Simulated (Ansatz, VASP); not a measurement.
## One calculation of Sr, two programs

The input INCAR:

```
SYSTEM = Sr
PREC     = Accurate       ! precision mode
ENCUT    = 520            ! plane-wave cutoff, eV
EDIFF    = 1E-8           ! SCF threshold, eV
ISMEAR   = -1             ! smearing method
SIGMA    = 0.08           ! smearing width, eV
LREAL    = .False.        ! projectors in reciprocal space
LASPH    = .True.         ! aspherical terms in the spheres
NELM     = 80             ! most SCF steps
ALGO     = Normal         ! electronic algorithm
ISIF     = 2              ! what is computed and relaxed
LWAVE    = .False.        ! write WAVECAR
LCHARG   = .False.        ! write CHGCAR
GGA      = PE             ! functional
LEFG     = .True.       
NBANDS   = 17             ! bands
```

Contents of KPOINTS:

```
regular mesh
0
Gamma
  11 11 6
  0 0 0
```

The input POSCAR:

```
Sr
1.0
    4.2696216180      0.0000000000      0.0000000000
   -2.1348108090      3.6976007857      0.0000000000
    0.0000000000      0.0000000000      6.9986822818
Sr
2
Direct
    0.3333333333      0.6666666667      0.2500000000
    0.6666666667      0.3333333333      0.7500000000
```

Input for Ansatz:

```yaml
crystal:
  lattice:
    - [4.269621618, 0.0, 0.0]
    - [-2.134810809, 3.6976007857, 0.0]
    - [0.0, 0.0, 6.9986822818]
  atoms:
    - { symbol: Sr, position: [0.3333333333, 0.6666666667, 0.25] }
    - { symbol: Sr, position: [0.6666666667, 0.3333333333, 0.75] }
kpoints:
  mp_grid: { grid: [11, 11, 6] }
  band_path:
    path:
      - [0.0, 0.0, 0.0]
      - [0.5, 0.0, 0.0]
      - [0.3333333333, 0.3333333333, 0.0]
      - [0.0, 0.0, 0.0]
      - [0.0, 0.0, 0.5]
      - [0.5, 0.0, 0.5]
      - [0.3333333333, 0.3333333333, 0.5]
      - [0.0, 0.0, 0.5]
      - [0.5, 0.0, 0.5]
    npoints: 8
scf:
  occupations: { method: fermi_dirac, width: 0.08 }
hamiltonian:
  xc: pbe
  pseudopotentials: { kind: paw }
output:
  forces: true
  stress: true
  eigenvalues: true
  efg: { contact_densities: true }
  populations: true
  bader: true
  dos: { projected: true, de: 0.2, e_range: [-14, 8] }
```

Alike in both runs: task electric field gradients; functional PBE; k mesh 11 × 11 × 6; occupations fermi-dirac, width 0.08 eV; no spin polarisation.

```csv
,VASP,Ansatz
version,VASP 6.6.1,Ansatz 0.2.0
potentials or method,"VASP PAW PBE potentials, release 64 (Sr_sv)","PAW with Ansatz's default frozen-core files, scalar-relativistic"
plane-wave cutoff (eV),520,420
valence electrons in the cell,20,20
```

```csv
,VASP,Ansatz,Ansatz less VASP
pressure (GPa),0.0,0.0,0.00
size of Vzz on the site where it differs most (V/Å²),3.9,4.0,+0.13
```
